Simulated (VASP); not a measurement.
# SiNi (CsCl type) (Pm-3m) in VASP: notebook

SiNi (CsCl type) is run at these levels: PBE; tasks: single point, relaxation of cell and atoms.

Program: VASP 6.6.1. These are calculated values, not measurements. Logs are shortened: lines on timing, memory, paths and dates and some standing lists are left out, and cuts for length are marked.

**1. The cell of the first run**

Symmetry: Pm-3m, No. 221, cubic system. The conventional cell has a = 2.644 Å, b = 2.644 Å, c = 2.644 Å, α = 90.00°, β = 90.00°, γ = 90.00°. Within 3.0 Å of Ni (site symmetry m-3m) lie 8 Si at 2.29 Å and 6 Ni at 2.64 Å. Si (site symmetry m-3m) has 8 Ni at 2.29 Å and 6 Si at 2.64 Å within 3.0 Å.

**2. Single point, PBE**

INCAR reads:

```
SYSTEM = SiNi
PREC = Accurate ; ENCUT = 520
EDIFF = 1E-6 ; ISMEAR = -1
SIGMA = 0.08 ; LREAL = .False.
LASPH = .True. ; NELM = 80
ALGO = Normal ; ISIF = 2
LWAVE = .False. ; LCHARG = .False.
GGA = PE ; NBANDS = 14
```

KPOINTS reads:

```
Automatic mesh
0
Gamma
  15 15 15
  0 0 0
```

POSCAR reads:

```
SiNi
1.0
    2.6439193182      0.0000000000      0.0000000000
    0.0000000000      2.6439193182      0.0000000000
    0.0000000000      0.0000000000      2.6439193182
Ni Si
1 1
Direct
    0.0000000000      0.0000000000      0.0000000000
    0.5000000000      0.5000000000      0.5000000000
```

Potentials or basis: VASP PAW PBE potentials, release 64 (Ni, Si).

Launch:

```console
$ cat potpaw_PBE.64/Ni/POTCAR potpaw_PBE.64/Si/POTCAR > POTCAR
$ mpirun -np 1 vasp_std > vasp.out
```

OUTCAR:

```text
SYSTEM = SiNi
   PREC = Accurate
   ENCUT = 520
   EDIFF = 1E-6
   ISMEAR = -1
   LREAL = .False.
   LASPH = .True.
   NELM = 80
   ISIF = 2
   GGA = PE

 ion  position               nearest neighbor table
   1  0.000  0.000  0.000-   2 2.29   2 2.29   2 2.29   2 2.29   2 2.29   2 2.29   2 2.29   2 2.29

   2  0.500  0.500  0.500-   1 2.29   1 2.29   1 2.29   1 2.29   1 2.29   1 2.29   1 2.29   1 2.29

  LATTYP: Found a simple cubic cell.
 ALAT       =     2.6439193182

  Lattice vectors:

 A1 = (   2.6439193182,   0.0000000000,   0.0000000000)
 A2 = (   0.0000000000,   2.6439193182,   0.0000000000)
 A3 = (   0.0000000000,   0.0000000000,   2.6439193182)

Analysis of symmetry for initial positions (statically):
=====================================================================
 Subroutine PRICEL returns:
 Original cell was already a primitive cell.

 Routine SETGRP: Setting up the symmetry group for a
 simple cubic supercell.

 Subroutine GETGRP returns: Found 48 space group operations
 (whereof 48 operations were pure point group operations)
 out of a pool of 48 trial point group operations.

The static configuration has the point symmetry O_h .

Analysis of symmetry for dynamics (positions and initial velocities):
=====================================================================
 Subroutine PRICEL returns:
 Original cell was already a primitive cell.

 Routine SETGRP: Setting up the symmetry group for a
 simple cubic supercell.

 Subroutine GETGRP returns: Found 48 space group operations
 (whereof 48 operations were pure point group operations)
 out of a pool of 48 trial point group operations.

The dynamic configuration has the point symmetry O_h .

 Subroutine INISYM returns: Found 48 space group operations
 (whereof 48 operations are pure point group operations),
 and found     1 'primitive' translations

----------------------------------------------------------------------------------------

                                     Primitive cell

  volume of cell :      18.4818

  direct lattice vectors                    reciprocal lattice vectors
     2.643919318  0.000000000  0.000000000     0.378226368  0.000000000  0.000000000
     0.000000000  2.643919318  0.000000000     0.000000000  0.378226368  0.000000000
     0.000000000  0.000000000  2.643919318     0.000000000  0.000000000  0.378226368

  length of vectors
     2.643919318  2.643919318  2.643919318     0.378226368  0.378226368  0.378226368

  position of ions in fractional coordinates (direct lattice)
     0.000000000  0.000000000  0.000000000
     0.500000000  0.500000000  0.500000000

  ion indices of the primitive-cell ions
   primitive index   ion index
                 1           1
                 2           2

----------------------------------------------------------------------------------------

 KPOINTS: Automatic mesh

Automatic generation of k-mesh.
 Grid dimensions read from file:
 generate k-points for:   15   15   15

 Generating k-lattice:

  Cartesian coordinates                     Fractional coordinates (reciprocal lattice)
     0.025215091  0.000000000  0.000000000     0.066666667  0.000000000  0.000000000
     0.000000000  0.025215091  0.000000000     0.000000000  0.066666667  0.000000000
     0.000000000  0.000000000  0.025215091     0.000000000  0.000000000  0.066666667

  Length of vectors
     0.025215091  0.025215091  0.025215091

  Shift w.r.t. Gamma in fractional coordinates (k-lattice)
     0.000000000  0.000000000  0.000000000

 Subroutine IBZKPT returns following result:
 ===========================================

 Found    120 irreducible k-points:

 Following reciprocal coordinates:
            Coordinates               Weight
  0.000000  0.000000  0.000000      1.000000
  0.066667  0.000000  0.000000      6.000000
  0.133333  0.000000  0.000000      6.000000
  0.200000  0.000000  0.000000      6.000000
  0.266667  0.000000  0.000000      6.000000
  0.333333  0.000000  0.000000      6.000000
[... 16 lines left out ...]
  0.266667  0.200000  0.000000     24.000000
  0.333333  0.200000  0.000000     24.000000
 [... further k-points ...]
   k-points           NKPTS =    120   k-points in BZ     NKDIM =    120   number of bands    NBANDS=     14
   number of dos      NEDOS =    301   number of ions     NIONS =      2
   total plane-waves  NPLWV =   8000
   dimension x,y,z NGX =    20 NGY =   20 NGZ =   20
   dimension x,y,z NGXF=    40 NGYF=   40 NGZF=   40
   ions per type =               1   1
   NGX,Y,Z   is equivalent  to a cutoff of  12.58, 12.58, 12.58 a.u.
   NGXF,Y,Z  is equivalent  to a cutoff of  25.15, 25.15, 25.15 a.u.
 SYSTEM =  SiNi
   PREC   = accura    normal or accurate (medium, high low for compatibility)
   ISTART =      0    job   : 0-new  1-cont  2-samecut
   ICHARG =      2    charge: 1-file 2-atom 10-const
   ISPIN  =      1    spin polarized calculation?
   LNONCOLLINEAR =      F non collinear calculations
   LSORBIT =      F    spin-orbit coupling
   LASPH  =      T    aspherical Exc in radial PAW
   ENCUT  =  520.0 eV  38.22 Ry    6.18 a.u.   4.92  4.92  4.92*2*pi/ulx,y,z
   NELM   =     80;   NELMIN=  2; NELMDL= -5     # of ELM steps
   EDIFF  = 0.1E-05   stopping-criterion for ELM
   LREAL  =      F    real-space projection
   EDIFFG = 0.1E-04   stopping-criterion for IOM
   NSW    =      0    number of steps for IOM
   IBRION =     -1    ionic relax: 0-MD 1-quasi-New 2-CG
   NFREE  =      0    steps in history (QN), initial steepest desc. (CG)
   ISIF   =      2    stress and relaxation
   ISYM   =      2    0-nonsym 1-usesym 2-fastsym
   POTIM  = 0.5000    time-step for ionic-motion
   TEBEG  =    0.0;   TEEND  =   0.0 temperature during run
   PSTRESS=    0.0 pullay stress
   NELECT =      14.0000    total number of electrons
   NUPDOWN=      -1.0000    fix difference up-down
   EMIN   =  10.00;   EMAX   =-10.00  energy-range for DOS
   EFERMI =   0.00;   METHOD = LEGACY
   ISMEAR =    -1;   SIGMA  =   0.08  broadening in eV -4-tet -1-fermi 0-gaus
   EFERMI_NEDOS =   21; number of points for ismear=-14 and -15
   IALGO  =     38    algorithm
   IMIX   =      4    mixing-type and parameters
     AMIX     =   0.40;   BMIX     =  1.00
     AMIX_MAG =   1.60;   BMIX_MAG =  1.00
  volume/ion in A,a.u.               =       9.24        62.36
  Fermi-wavevector in a.u.,A,eV,Ry     =   1.492345  2.820124 30.301459  2.227094
  Thomas-Fermi vector in A             =   2.604885
   LORBIT       =      0    0 simple, 1 ext, 2 COOP (PROOUT), +10 PAW based schemes
   GGA     = PE    functional components
   LHFCALC =     F    Hartree Fock is set to
   AEXX    =    0.0000 exact exchange contribution
   IVDW    =     0    specifies the selected vdW correction
   LEPSILON=     F    determine dielectric tensor
   LRPA    =     F    only Hartree local field effects (RPA)
 non-spin polarized calculation
  energy-cutoff  :      520.00
  volume of cell :       18.48
 maximum number of plane-waves:       509
 NGX is ok and might be reduce to    20
   NGX =  9   NGY =  9   NGZ =  9

 number of electron      13.9999977 magnetization

 Free energy of the ion-electron system (eV)
  ---------------------------------------------------
  ext. energy  EPLUGINS =         0.00000000
  ---------------------------------------------------
  free energy    TOTEN  =       -10.78437287 eV

  energy without entropy =      -10.77683443  energy(sigma->0) =      -10.78060365

 E-fermi :  16.0054     XC(G=0): -13.6816

 val. band max:       15.9697882508   @ k =   0.4667   0.4667   0.2667
 cond. band min:      16.0107787946   @ k =   0.3333   0.3333   0.3333
 fundamental gap:      0.0409905438
 Fermi energy:        16.0054297497

 k-point     1 :       0.0000    0.0000    0.0000
  band No.  band energies     occupation
      1      -0.6931      2.00000
      2       9.9233      2.00000
      3       9.9233      2.00000
      4      12.5404      2.00000
      5      12.5404      2.00000
      6      12.5404      2.00000
      7      18.4832      0.00000
      8      18.4832      0.00000
      9      18.4832      0.00000
     10      22.6153      0.00000
     11      22.6153      0.00000
     12      29.4394      0.00000
     13      36.3048      0.00000
     14      36.3048      0.00000

 k-point     2 :       0.0667    0.0000    0.0000
  band No.  band energies     occupation
      1      -0.5975      2.00000
      2       9.8874      2.00000
      3       9.9558      2.00000
      4      12.4681      2.00000
      5      12.4681      2.00000
      6      12.5472      2.00000
      7      17.7540      0.00000
      8      18.6366      0.00000
      9      18.6366      0.00000
     10      22.5848      0.00000
     11      23.3186      0.00000
     12      29.7329      0.00000
     13      35.3877      0.00000
     14      35.3877      0.00000

 k-point     3 :       0.1333    0.0000    0.0000
  band No.  band energies     occupation
      1      -0.3121      2.00000
      2       9.7404      2.00000
      3      10.0491      2.00000
      4      12.2766      2.00000
      5      12.2766      2.00000
      6      12.5666      2.00000
      7      16.3986      0.01457
      8      19.0726      0.00000
      9      19.0726      0.00000
     10      22.4952      0.00000
     11      24.5766      0.00000
     12      30.6589      0.00000
     13      33.6549      0.00000
     14      33.6549      0.00000
[... 324 lines left out ...]
 k-point    23 :       0.2667    0.2000    0.0000
  band No.  band energies     occupation
      1       1.6037      2.00000
      2       9.0679      2.00000
      3       9.9461      2.00000
      4      11.3546      2.00000
      5      11.8396      2.00000
      6      12.2219      2.00000
      7      14.6878      2.00000
      8      16.9762      0.00001
      9      21.5900      0.00000
     10      23.4563      0.00000
     11      26.5164      0.00000
     12      30.0714      0.00000
     13      30.4202      0.00000
     14      32.7658      0.00000

 k-point    24 :       0.3333    0.2000    0.0000
  band No.  band energies     occupation
      1       2.3784      2.00000
      2       8.1087      2.00000
      3      10.1894      2.00000
      4      11.2468      2.00000
      5      11.6457      2.00000
      6      12.2548      2.00000
      7      14.1306      2.00000
      8      17.5661      0.00000
      9      22.4592      0.00000
     10      22.7467      0.00000
     11      25.8854      0.00000
     12      28.9238      0.00000
     13      31.0335      0.00000
     14      33.0529      0.00000

 [... further k-points ...]

------------------------ aborting loop because EDIFF is reached ----------------------------------------

  FORCE on cell =-STRESS in cart. coord.  units (eV):
  Direction    XX          YY          ZZ          XY          YZ          ZX
  --------------------------------------------------------------------------------------
  -------------------------------------------------------------------------------------
  Total        7.0243337      7.0243337      7.0243337      0.0000000      0.0000000      0.0000000
  in kB      608.9352603    608.9352603    608.9352603      0.0000000      0.0000000      0.0000000
  external PRESSURE =     608.9352603 kB  Pullay stress =       0.0000000 kB

 VOLUME and BASIS-vectors are now :
 -----------------------------------------------------------------------------
  energy-cutoff  :      520.00
  volume of cell :       18.48
      direct lattice vectors                 reciprocal lattice vectors
     2.643919318  0.000000000  0.000000000     0.378226368  0.000000000  0.000000000
     0.000000000  2.643919318  0.000000000     0.000000000  0.378226368  0.000000000
     0.000000000  0.000000000  2.643919318     0.000000000  0.000000000  0.378226368

 POSITION                                       TOTAL-FORCE (eV/Angst)
 -----------------------------------------------------------------------------------
      0.00000      0.00000      0.00000         0.000000      0.000000      0.000000
      1.32196      1.32196      1.32196         0.000000      0.000000      0.000000
 -----------------------------------------------------------------------------------
    total drift:                                0.000000      0.000000      0.000000

  FREE ENERGIE OF THE ION-ELECTRON SYSTEM (eV)
  ---------------------------------------------------
  free  energy   TOTEN  =       -10.7843728668 eV

  energy  without entropy=      -10.7768344310  energy(sigma->0) =      -10.78060365
```

It took 30 s on 1 thread of Intel Xeon Platinum 8259CL at 2.50GHz (Skylake/Cascade Lake), shared host; peak memory 0.14 GiB.

What came out:

```yaml
Free_energy: -10.7844 eV
Pressure: 60.9 GPa
Band_gap_on_the_k_mesh: zero (band 7 reaches 18.48 eV, above the bottom of band 8 at 15.16 eV)
```

Levels at points of the mesh, in eV from the Fermi level:
```
           k point  band 4  band 5  band 6  band 7  band 8  band 9  band 10  band 11
(0.00, 0.00, 0.00)   -3.47   -3.47   -3.47    2.48    2.48    2.48     6.61     6.61
```

**3. Single point, PBE**

INCAR reads:

```
  ALGO = Normal
  EDIFF = 1E-7
  ENCUT = 520
  GGA = PE
  ISIF = 2
  ISMEAR = -1
  LASPH = T
  LCHARG = F
  LREAL = F
  LWAVE = F
  NBANDS = 14
  NELM = 80
  PREC = Accurate
  SIGMA = 0.08
```

KPOINTS reads:

```
k-points
0
Gamma
  15 15 15
```

POSCAR reads:

```
SiNi
1.0
    2.6438455452      0.0000000000      0.0000000000
    0.0000000000      2.6438455452      0.0000000000
    0.0000000000      0.0000000000      2.6438455452
Ni Si
1 1
Direct
    0.0000000000      0.0000000000      0.0000000000
    0.5000000000      0.5000000000      0.5000000000
```

Potentials or basis: VASP PAW PBE potentials, release 64 (Ni, Si).

Launch:

```console
$ cat potpaw_PBE.64/Ni/POTCAR potpaw_PBE.64/Si/POTCAR > POTCAR
$ mpirun -np 1 vasp_std > vasp.out
```

OUTCAR:

```text
EDIFF = 1E-7
   ENCUT = 520
   GGA = PE
   ISIF = 2
   ISMEAR = -1
   LASPH = T
   LREAL = F
   NELM = 80
   PREC = Accurate

 ion  position               nearest neighbor table
   1  0.000  0.000  0.000-   2 2.29   2 2.29   2 2.29   2 2.29   2 2.29   2 2.29   2 2.29   2 2.29

   2  0.500  0.500  0.500-   1 2.29   1 2.29   1 2.29   1 2.29   1 2.29   1 2.29   1 2.29   1 2.29

  LATTYP: Found a simple cubic cell.
 ALAT       =     2.6438455452

  Lattice vectors:

 A1 = (   2.6438455452,   0.0000000000,   0.0000000000)
 A2 = (   0.0000000000,   2.6438455452,   0.0000000000)
 A3 = (   0.0000000000,   0.0000000000,   2.6438455452)

Analysis of symmetry for initial positions (statically):
=====================================================================
 Subroutine PRICEL returns:
 Original cell was already a primitive cell.

 Routine SETGRP: Setting up the symmetry group for a
 simple cubic supercell.

 Subroutine GETGRP returns: Found 48 space group operations
 (whereof 48 operations were pure point group operations)
[... 176 lines left out ...]
      4      12.5416      2.00000
      5      12.5416      2.00000
      6      12.5416      2.00000
      7      18.4850      0.00000
      8      18.4850      0.00000
      9      18.4850      0.00000
     10      22.6170      0.00000
     11      22.6170      0.00000
     12      29.4426      0.00000
     13      36.3072      0.00000
     14      36.3072      0.00000
[... 377 lines left out ...]
      1       2.3792      2.00000
      2       8.1096      2.00000
      3      10.1904      2.00000
      4      11.2479      2.00000
      5      11.6468      2.00000
      6      12.2560      2.00000
      7      14.1321      2.00000
      8      17.5679      0.00000
      9      22.4613      0.00000
     10      22.7485      0.00000
     11      25.8875      0.00000
     12      28.9260      0.00000
     13      31.0359      0.00000
     14      33.0552      0.00000

 [... further k-points ...]

------------------------ aborting loop because EDIFF is reached ----------------------------------------

  FORCE on cell =-STRESS in cart. coord.  units (eV):
  Direction    XX          YY          ZZ          XY          YZ          ZX
  --------------------------------------------------------------------------------------
  -------------------------------------------------------------------------------------
  Total        7.0274711      7.0274711      7.0274711     -0.0000000      0.0000000      0.0000000
  in kB      609.2582434    609.2582434    609.2582434     -0.0000000      0.0000000      0.0000000
  external PRESSURE =     609.2582434 kB  Pullay stress =       0.0000000 kB

 VOLUME and BASIS-vectors are now :
 -----------------------------------------------------------------------------
  energy-cutoff  :      520.00
  volume of cell :       18.48
      direct lattice vectors                 reciprocal lattice vectors
     2.643845545  0.000000000  0.000000000     0.378236922  0.000000000  0.000000000
     0.000000000  2.643845545  0.000000000     0.000000000  0.378236922  0.000000000
     0.000000000  0.000000000  2.643845545     0.000000000  0.000000000  0.378236922

 POSITION                                       TOTAL-FORCE (eV/Angst)
 -----------------------------------------------------------------------------------
      0.00000      0.00000      0.00000         0.000000      0.000000      0.000000
      1.32192      1.32192      1.32192         0.000000      0.000000      0.000000
 -----------------------------------------------------------------------------------
    total drift:                                0.000000      0.000000      0.000000

  FREE ENERGIE OF THE ION-ELECTRON SYSTEM (eV)
  ---------------------------------------------------
  free  energy   TOTEN  =       -10.7837849184 eV

  energy  without entropy=      -10.7762490641  energy(sigma->0) =      -10.78001699
```

stdout:

```text
POSCAR found type information on POSCAR NiSi
 POSCAR found :  2 types and       2 ions
 scaLAPACK will be used
 LDA part: xc-table for (Slater+PW92), standard interpolation
 POSCAR, INCAR and KPOINTS ok, starting setup
 FFT: planning ... GRIDC
 FFT: planning ... GRID_SOFT
 FFT: planning ... GRID
 WAVECAR not read
 entering main loop
```

It took 34 s on 1 thread of Intel Xeon Platinum 8259CL at 2.50GHz (Skylake/Cascade Lake), shared host; peak memory 0.14 GiB.

Results:

```yaml
Free_energy: -10.7838 eV
Pressure: 60.9 GPa
Band_gap_on_the_k_mesh: zero (band 7 reaches 18.48 eV, above the bottom of band 8 at 15.16 eV)
```

Spin polarisation is off, so any magnetic state and its effect on volume and gap are missing.

(Continued in part 2 of 2.)
